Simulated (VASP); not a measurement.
# Al3GaN4 (R3m) in VASP: a series of runs

Runs on Al3GaN4. Level: PBEsol. Tasks: single point.

Everything below comes from runs of VASP 6.6.1. Logs are shortened: lines on timing, memory, paths and dates and some standing lists are left out, and cuts for length are marked.

## 1. The cell of the first run

Symmetry: R3m, No. 160, trigonal system. The conventional cell has a = 6.056 Å, b = 6.056 Å, c = 7.837 Å, α = 90.00°, β = 90.00°, γ = 120.00°. Al (site symmetry m) has 4 N at 1.85 to 1.95 Å within 2.5 Å. Within 2.5 Å of Ga (site symmetry 3m) lie 4 N at 1.91 to 2.00 Å. Within 2.5 Å of N (site symmetry m) lie 3 Al at 1.85 to 1.95 Å and 1 Ga at 1.91 Å. N (site symmetry 3m) has 3 Al at 1.85 Å and 1 Ga at 2.00 Å within 2.5 Å.

## 2. Single point, PBEsol

The input, INCAR:

```
ALGO = Normal
EDIFF = 1E-6
ENCUT = 520
GGA = PS
ISIF = 2
ISMEAR = 0
LASPH = T
LCHARG = T
LELF = T
LREAL = F
LVHAR = T
LWAVE = F
NBANDS = 31
NELM = 80
PREC = Accurate
SIGMA = 0.05
```

The input, KPOINTS:

```
k-points
0
Gamma
  6 6 6
```

The input, POSCAR:

```
Al3GaN4
1.0
    4.3630472571      0.0808706234      0.0808706234
    0.0808706234      4.3630472571      0.0808706234
    0.0808706234      0.0808706234      4.3630472571
Al Ga N
3 1 4
Direct
    0.5000000000      0.5000000000      0.0000000000
    0.5000000000      0.0000000000      0.5000000000
    0.0000000000      0.5000000000      0.5000000000
    0.0000000000      0.0000000000      0.0000000000
    0.7447140287      0.7447140287      0.2552859713
    0.7447140287      0.2552859713      0.7447140287
    0.2552859713      0.7447140287      0.7447140287
    0.2552859713      0.2552859713      0.2552859713
```

Potentials or basis: VASP PAW PBE potentials, release 64 (Al, Ga_d, N).

Started as:

```console
$ cat potpaw_PBE.64/Al/POTCAR potpaw_PBE.64/Ga_d/POTCAR potpaw_PBE.64/N/POTCAR > POTCAR
$ mpirun -np 1 vasp_std > vasp.out
```

OUTCAR:

```text
EDIFF = 1E-6
   ENCUT = 520
   GGA = PS
   ISIF = 2
   ISMEAR = 0
   LASPH = T
   LREAL = F
   NELM = 80
   PREC = Accurate

 ion  position               nearest neighbor table
   1  0.500  0.500  0.000-   8 1.85   7 1.85   6 1.85   5 1.95   2 3.03   3 3.03   2 3.03   4 3.03
                             3 3.03   4 3.03   2 3.14   2 3.14   3 3.14   3 3.14
   2  0.500  0.000  0.500-   8 1.85   7 1.85   5 1.85   6 1.95   1 3.03   4 3.03   1 3.03   3 3.03
                             3 3.03   4 3.03   1 3.14   1 3.14   3 3.14   3 3.14
   3  0.000  0.500  0.500-   8 1.85   6 1.85   5 1.85   7 1.95   1 3.03   4 3.03   2 3.03   4 3.03
                             1 3.03   2 3.03   1 3.14   2 3.14   1 3.14   2 3.14
   4  0.000  0.000  0.000-   5 1.91   6 1.91   7 1.91   8 2.00   2 3.03   3 3.03   1 3.03   3 3.03
                             1 3.03   2 3.03
   5  0.745  0.745  0.255-   2 1.85   3 1.85   4 1.91   1 1.95
   6  0.745  0.255  0.745-   3 1.85   1 1.85   4 1.91   2 1.95
   7  0.255  0.745  0.745-   2 1.85   1 1.85   4 1.91   3 1.95
   8  0.255  0.255  0.255-   1 1.85   2 1.85   3 1.85   4 2.00

  LATTYP: Found a trigonal (rhomboedric) cell.
 ALAT       =     4.3645459653
 COS(alpha) =     0.0373885760

  Lattice vectors:

 A1 = (   4.3630472571,   0.0808706234,   0.0808706234)
 A2 = (   0.0808706234,   4.3630472571,   0.0808706234)
 A3 = (   0.0808706234,   0.0808706234,   4.3630472571)

Analysis of symmetry for initial positions (statically):
=====================================================================
 Subroutine PRICEL returns:
 Original cell was already a primitive cell.

 Routine SETGRP: Setting up the symmetry group for a
 trigonal (rhombohedral) supercell.

 Subroutine GETGRP returns: Found  6 space group operations
 (whereof  6 operations were pure point group operations)
 out of a pool of 12 trial point group operations.

The static configuration has the point symmetry C_3v.

Analysis of symmetry for dynamics (positions and initial velocities):
=====================================================================
 Subroutine PRICEL returns:
 Original cell was already a primitive cell.

 Routine SETGRP: Setting up the symmetry group for a
 trigonal (rhombohedral) supercell.

 Subroutine GETGRP returns: Found  6 space group operations
 (whereof  6 operations were pure point group operations)
 out of a pool of 12 trial point group operations.

The dynamic configuration has the point symmetry C_3v.

 Subroutine INISYM returns: Found  6 space group operations
 (whereof  6 operations are pure point group operations),
 and found     1 'primitive' translations

----------------------------------------------------------------------------------------

                                     Primitive cell

  volume of cell :      82.9712

  direct lattice vectors                    reciprocal lattice vectors
     4.363047257  0.080870623  0.080870623     0.229352334 -0.004173764 -0.004173764
     0.080870623  4.363047257  0.080870623    -0.004173764  0.229352334 -0.004173764
     0.080870623  0.080870623  4.363047257    -0.004173764 -0.004173764  0.229352334

  length of vectors
     4.364545965  4.364545965  4.364545965     0.229428275  0.229428275  0.229428275

  position of ions in fractional coordinates (direct lattice)
     0.500000000  0.500000000  0.000000000
     0.500000000  0.000000000  0.500000000
     0.000000000  0.500000000  0.500000000
     0.000000000  0.000000000  0.000000000
     0.744714029  0.744714029  0.255285971
     0.744714029  0.255285971  0.744714029
     0.255285971  0.744714029  0.744714029
     0.255285971  0.255285971  0.255285971

  ion indices of the primitive-cell ions
   primitive index   ion index
                 1           1
                 2           2
                 3           3
                 4           4
                 5           5
                 6           6
                 7           7
                 8           8

----------------------------------------------------------------------------------------

 KPOINTS: k-points

Automatic generation of k-mesh.
 Grid dimensions read from file:
 generate k-points for:    6    6    6

 Generating k-lattice:

  Cartesian coordinates                     Fractional coordinates (reciprocal lattice)
     0.038225389 -0.000695627 -0.000695627     0.166666667  0.000000000  0.000000000
    -0.000695627  0.038225389 -0.000695627     0.000000000  0.166666667  0.000000000
    -0.000695627 -0.000695627  0.038225389     0.000000000  0.000000000  0.166666667

  Length of vectors
     0.038238046  0.038238046  0.038238046

  Shift w.r.t. Gamma in fractional coordinates (k-lattice)
     0.000000000  0.000000000  0.000000000

 Subroutine IBZKPT returns following result:
 ===========================================

 Found     32 irreducible k-points:

 Following reciprocal coordinates:
            Coordinates               Weight
  0.000000  0.000000  0.000000      1.000000
  0.166667 -0.000000 -0.000000      6.000000
  0.333333 -0.000000  0.000000      6.000000
  0.500000  0.000000  0.000000      3.000000
  0.166667  0.166667  0.000000      6.000000
  0.333333  0.166667 -0.000000     12.000000
[... 16 lines left out ...]
  0.500000  0.500000  0.166667      6.000000
 -0.333333  0.500000  0.166667     12.000000
 [... further k-points ...]
   k-points           NKPTS =     32   k-points in BZ     NKDIM =     32   number of bands    NBANDS=     31
   number of dos      NEDOS =    301   number of ions     NIONS =      8
   total plane-waves  NPLWV =  32768
   dimension x,y,z NGX =    32 NGY =   32 NGZ =   32
   dimension x,y,z NGXF=    64 NGYF=   64 NGZF=   64
   ions per type =               3   1   4
   NGX,Y,Z   is equivalent  to a cutoff of  12.19, 12.19, 12.19 a.u.
   NGXF,Y,Z  is equivalent  to a cutoff of  24.38, 24.38, 24.38 a.u.
 SYSTEM =  unknown system
   PREC   = accura    normal or accurate (medium, high low for compatibility)
   ISTART =      0    job   : 0-new  1-cont  2-samecut
   ICHARG =      2    charge: 1-file 2-atom 10-const
   ISPIN  =      1    spin polarized calculation?
   LNONCOLLINEAR =      F non collinear calculations
   LSORBIT =      F    spin-orbit coupling
   LASPH  =      T    aspherical Exc in radial PAW
   ENCUT  =  520.0 eV  38.22 Ry    6.18 a.u.   8.12  8.12  8.12*2*pi/ulx,y,z
   NELM   =     80;   NELMIN=  2; NELMDL= -5     # of ELM steps
   EDIFF  = 0.1E-05   stopping-criterion for ELM
   LREAL  =      F    real-space projection
   EDIFFG = 0.1E-04   stopping-criterion for IOM
   NSW    =      0    number of steps for IOM
   IBRION =     -1    ionic relax: 0-MD 1-quasi-New 2-CG
   NFREE  =      0    steps in history (QN), initial steepest desc. (CG)
   ISIF   =      2    stress and relaxation
   ISYM   =      2    0-nonsym 1-usesym 2-fastsym
   POTIM  = 0.5000    time-step for ionic-motion
   TEBEG  =    0.0;   TEEND  =   0.0 temperature during run
   PSTRESS=    0.0 pullay stress
   NELECT =      42.0000    total number of electrons
   NUPDOWN=      -1.0000    fix difference up-down
   EMIN   =  10.00;   EMAX   =-10.00  energy-range for DOS
   EFERMI =   0.00;   METHOD = LEGACY
   ISMEAR =     0;   SIGMA  =   0.05  broadening in eV -4-tet -1-fermi 0-gaus
   EFERMI_NEDOS =   21; number of points for ismear=-14 and -15
   IALGO  =     38    algorithm
   IMIX   =      4    mixing-type and parameters
     AMIX     =   0.40;   BMIX     =  1.00
     AMIX_MAG =   1.60;   BMIX_MAG =  1.00
  volume/ion in A,a.u.               =      10.37        69.99
  Fermi-wavevector in a.u.,A,eV,Ry     =   1.304714  2.465553 23.160920  1.702280
  Thomas-Fermi vector in A             =   2.435632
   LORBIT       =      0    0 simple, 1 ext, 2 COOP (PROOUT), +10 PAW based schemes
   GGA     = PS    functional components
   LHFCALC =     F    Hartree Fock is set to
   AEXX    =    0.0000 exact exchange contribution
   IVDW    =     0    specifies the selected vdW correction
   LEPSILON=     F    determine dielectric tensor
   LRPA    =     F    only Hartree local field effects (RPA)
 non-spin polarized calculation
 Gauss-broadening in eV      SIGMA  =   0.05
  energy-cutoff  :      520.00
  volume of cell :       82.97
 maximum number of plane-waves:      2266
   NGX = 17   NGY = 17   NGZ = 17

 number of electron      42.0000015 magnetization

 Free energy of the ion-electron system (eV)
  ---------------------------------------------------
  ext. energy  EPLUGINS =         0.00000000
  ---------------------------------------------------
  free energy    TOTEN  =       -59.65879918 eV

  energy without entropy =      -59.65879918  energy(sigma->0) =      -59.65879918

 E-fermi :   6.2746     XC(G=0): -11.4718

 val. band max:        6.0242622568   @ k =   0.0000   0.0000   0.0000
 cond. band min:       9.1470372782   @ k =   0.0000   0.0000   0.0000
 fundamental gap:      3.1227750214
 Fermi energy:         6.2746357452

 k-point     1 :       0.0000    0.0000    0.0000
  band No.  band energies     occupation
      1      -9.4455      2.00000
      2      -7.6059      2.00000
      3      -7.6059      2.00000
      4      -7.4110      2.00000
      5      -6.6721      2.00000
      6      -6.6721      2.00000
[... 23 lines left out ...]
     30      18.5468      0.00000
     31      18.5553      0.00000

 k-point     2 :       0.1667   -0.0000   -0.0000
  band No.  band energies     occupation
      1      -9.3122      2.00000
      2      -7.6572      2.00000
      3      -7.6131      2.00000
      4      -7.4379      2.00000
      5      -6.6704      2.00000
      6      -6.6666      2.00000
[... 23 lines left out ...]
     30      18.3014      0.00000
     31      18.8674      0.00000

 k-point     3 :       0.3333   -0.0000    0.0000
  band No.  band energies     occupation
      1      -8.9370      2.00000
      2      -7.8958      2.00000
      3      -7.6270      2.00000
      4      -7.4835      2.00000
      5      -6.6669      2.00000
      6      -6.6514      2.00000
[... 23 lines left out ...]
     30      17.9137      0.00000
     31      18.2675      0.00000

 k-point     4 :       0.5000    0.0000    0.0000
  band No.  band energies     occupation
      1      -8.4829      2.00000
      2      -8.3074      2.00000
      3      -7.6338      2.00000
      4      -7.5003      2.00000
      5      -6.6652      2.00000
      6      -6.6313      2.00000
[... 23 lines left out ...]
     30      17.1064      0.00000
     31      17.4125      0.00000

 k-point     5 :       0.1667    0.1667    0.0000
  band No.  band energies     occupation
      1      -9.1965      2.00000
      2      -7.6851      2.00000
      3      -7.6370      2.00000
      4      -7.4423      2.00000
      5      -6.6670      2.00000
      6      -6.6628      2.00000
[... 23 lines left out ...]
     30      18.1899      0.00000
     31      18.4090      0.00000
[... 542 lines left out ...]
     30      17.0825      0.00000
     31      17.4223      0.00000

 k-point    22 :      -0.1667    0.3333    0.1667
  band No.  band energies     occupation
      1      -8.7139      2.00000
      2      -7.8522      2.00000
      3      -7.6534      2.00000
      4      -7.5520      2.00000
      5      -6.6586      2.00000
      6      -6.6468      2.00000
[... 23 lines left out ...]
     30      17.3401      0.00000
     31      17.6992      0.00000

 k-point    23 :       0.5000    0.5000    0.1667
  band No.  band energies     occupation
      1      -8.0518      2.00000
      2      -7.9356      2.00000
      3      -7.9136      2.00000
      4      -7.4539      2.00000
      5      -6.6382      2.00000
      6      -6.6286      2.00000
[... 23 lines left out ...]
     30      16.9560      0.00000
     31      17.3880      0.00000

 k-point    24 :      -0.3333    0.5000    0.1667
  band No.  band energies     occupation
      1      -8.1909      2.00000
      2      -7.9875      2.00000
      3      -7.7708      2.00000
      4      -7.5338      2.00000
      5      -6.6462      2.00000
      6      -6.6311      2.00000
[... 23 lines left out ...]
     30      16.9306      0.00000
     31      17.3310      0.00000

 [... further k-points ...]

------------------------ aborting loop because EDIFF is reached ----------------------------------------

  FORCE on cell =-STRESS in cart. coord.  units (eV):
  Direction    XX          YY          ZZ          XY          YZ          ZX
  --------------------------------------------------------------------------------------
  -------------------------------------------------------------------------------------
  Total        3.8193009      3.8193009      3.8193009     -4.2761749     -4.2761749     -4.2761749
  in kB       73.7508485     73.7508485     73.7508485    -82.5731035    -82.5731035    -82.5731035
  external PRESSURE =      73.7508485 kB  Pullay stress =       0.0000000 kB

 VOLUME and BASIS-vectors are now :
 -----------------------------------------------------------------------------
  energy-cutoff  :      520.00
  volume of cell :       82.97
      direct lattice vectors                 reciprocal lattice vectors
     4.363047257  0.080870623  0.080870623     0.229352334 -0.004173764 -0.004173764
     0.080870623  4.363047257  0.080870623    -0.004173764  0.229352334 -0.004173764
     0.080870623  0.080870623  4.363047257    -0.004173764 -0.004173764  0.229352334

 POSITION                                       TOTAL-FORCE (eV/Angst)
 -----------------------------------------------------------------------------------
      2.22196      2.22196      0.08087         0.300720      0.300720      0.330156
      2.22196      0.08087      2.22196         0.300720      0.330156      0.300720
      0.08087      2.22196      2.22196         0.330156      0.300720      0.300720
      0.00000      0.00000      0.00000         0.315724      0.315724      0.315724
      3.33009      3.33009      1.23428        -0.312635     -0.312635     -0.354369
      3.33009      1.23428      3.33009        -0.312635     -0.354369     -0.312635
      1.23428      3.33009      3.33009        -0.354369     -0.312635     -0.312635
      1.15512      1.15512      1.15512        -0.267682     -0.267682     -0.267682
 -----------------------------------------------------------------------------------
    total drift:                                0.000616      0.000616      0.000616

  FREE ENERGIE OF THE ION-ELECTRON SYSTEM (eV)
  ---------------------------------------------------
  free  energy   TOTEN  =       -59.6587991785 eV

  energy  without entropy=      -59.6587991785  energy(sigma->0) =      -59.65879918
```

Run time: 55 s. Hardware: 1 thread of Intel Xeon Platinum 8488C (Sapphire Rapids), shared host; peak memory 0.22 GiB.

Results:

| Property | Result |
| --- | --- |
| Free energy | -59.6588 eV |
| Pressure | 7.4 GPa |
| Largest force | 0.567 eV/Å |
| Band gap on the k mesh | 3.12 eV, direct |

Forces on the atoms (eV/Å):
```
Al   0.301  0.301  0.330
Al   0.301  0.330  0.301
Al   0.330  0.301  0.301
Ga   0.316  0.316  0.316
N   -0.313 -0.313 -0.354
N   -0.313 -0.354 -0.313
N   -0.354 -0.313 -0.313
N   -0.268 -0.268 -0.268
```

Caveat: the PAW data sets were made with another functional, which shifts forces and pressure a little.

(Part 1 of 2 ends here.)
